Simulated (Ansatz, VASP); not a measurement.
GaP: VASP beside Ansatz

The input POSCAR:

```
GaP
1.0
    0.0000000000      2.7253992874      2.7799072732
    2.7253992874      0.0000000000      2.7799072732
    2.7253992874      2.7253992874      0.0000000000
Ga P
1 1
Direct
    0.0000000000      0.0000000000      0.0000000000
    0.2500000000      0.2500000000      0.2500000000
```

Contents of INCAR.step1:

```
PREC = Accurate
ENCUT = 520
ISMEAR = 0
SIGMA = 0.01
LREAL = False
LASPH = True
NELM = 150
MAGMOM = 0 0 0 0 0 0
LSORBIT = True
GGA_COMPAT = False
NBANDS = 30
GGA = PE
ALGO = Normal
EDIFF = 1E-4
LWAVE = True
LCHARG = False
```

The input INCAR.step2:

```
PREC = Accurate
ENCUT = 520
EDIFF = 1E-7
ISMEAR = 0
SIGMA = 0.01
LREAL = False
LASPH = True
NELM = 150
ALGO = Normal
ISIF = 2
LWAVE = False
LCHARG = False
MAGMOM = 0 0 0 0 0 0
LORBIT = 11
LSORBIT = True
GGA_COMPAT = False
LORBMOM = True
METAGGA = R2SCAN
LMIXTAU = True
NBANDS = 30
ISTART = 1
```

File KPOINTS:

```
Automatic mesh
0
Gamma
  8 8 8
```

Input for Ansatz:

```yaml
crystal:
  lattice:
    - [0.0, 2.7253992874, 2.7799072732]
    - [2.7253992874, 0.0, 2.7799072732]
    - [2.7253992874, 2.7253992874, 0.0]
  atoms:
    - { symbol: Ga, position: [0.0, 0.0, 0.0] }
    - { symbol: P, position: [0.25, 0.25, 0.25] }
kpoints:
  mp_grid: { grid: [8, 8, 8] }
  band_path:
    path:
      - [0.0, 0.0, 0.0]
      - [-0.5, -0.5, 0.0]
      - [-0.375, -0.375, 0.25]
      - [-0.375, 0.0, 0.375]
      - [0.0, 0.0, 0.5]
      - [-0.5, -0.25, 0.25]
      - [0.0, 0.421875, 0.421875]
    npoints: 1
hamiltonian:
  xc: r2scan
scf:
  occupations: { method: fixed }
  n_extra_bands: 8
magnetization:
  noncollinear: true
  spin_orbit: true
output:
  forces: true
  stress: true
  eigenvalues: true
  write_density: true
  write_potential: true
  elf: true
  volumetric_format: npy
```

Change from the starting cell: uniaxial_z strain +2.0%.

Alike in both runs: task single point; functional r2SCAN; k mesh 8 × 8 × 8; non-collinear spin, spin-orbit coupling.

```csv
,VASP,Ansatz
version,VASP 6.6.1,Ansatz 0.2.0
potentials or method,"VASP PAW PBE potentials, release 64 (Ga_d, P)","plane waves, PAW"
plane-wave cutoff (eV),520,500
occupations,"gaussian, width 0.01 eV",fixed
valence electrons in the cell,18,18
```

|  | VASP | Ansatz | Ansatz less VASP |
| --- | --- | --- | --- |
| pressure (GPa) | -1.7 | -1.7 | +0.07 |
| traceless stress, the component that is largest in VASP (GPa) | -1.12 | -1.11 | +0.003 |
| net moment per atom (μB) | 0.00 | 0.00 | 0.000 |

VASP's potentials were made for PBE, not for r2SCAN.
